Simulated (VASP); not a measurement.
Wanted: the native input for a VASP 6.6.1 run.

* Task: single point
* Functional: BLYP
* Potentials or basis: VASP PAW PBE potentials, release 64 (Cr_pv)
* Cutoff: 500 eV
* k mesh: 17 × 17 × 17
* Occupations: fermi-dirac, width 0.1 eV
* Spin: no spin polarisation
* Dipole correction: no
* Further INCAR settings: ALGO = Normal; EDIFF = 1e-06; NBANDS = 12

The structure of Cr lies in POSCAR:

```
Cr
1.0
    0.0000000000      1.8555291162      1.8555291162
    1.8555291162      0.0000000000      1.8555291162
    1.8555291162      1.8555291162      0.0000000000
Cr
1
Direct
    0.0000000000      0.0000000000      0.0000000000
```

This isn't the form of Cr at room conditions, which is bcc.

The input as run:

INCAR

```
SYSTEM = Cr
AGGAC = 1.0 ; AGGAX = 1.0
ALDAC = 0.0 ; ALDAX = 1.0
ALGO = Normal ; EDIFF = 1E-6
ENCUT = 500 ; GGA = B5
GGA_COMPAT = .False. ; ISIF = 2
ISMEAR = -1 ; LASPH = .True.
LCHARG = .True. ; LELF = .True.
LREAL = .False. ; LVHAR = .True.
LWAVE = .False. ; NBANDS = 12
NELM = 120 ; PREC = Accurate
SIGMA = 0.1
```

KPOINTS

```
k-points
0
Gamma
  17 17 17
  0 0 0
```

Potentials or basis: VASP PAW PBE potentials, release 64 (Cr_pv).

Command:

```sh
$ cat potpaw_PBE.64/Cr_pv/POTCAR > POTCAR
$ mpirun -np 1 vasp_std > vasp.out
```

It gave:

The pressure is -8.0 GPa and the band gap on the k mesh is zero (bands 6 and 7 overlap by 2.66 eV).

Caveat: the cell stands under tension; an empty level that is flat over the whole mesh can mark a ghost state of the potentials, or a narrow d or f band; the PAW data sets were made with another functional, which shifts forces and pressure a little; the run has no spin polarisation, though such a crystal can be magnetic.

Run time: 45 s on 1 thread of Intel Xeon 8259CL, with other jobs on the host, peak memory 0.14 GiB.
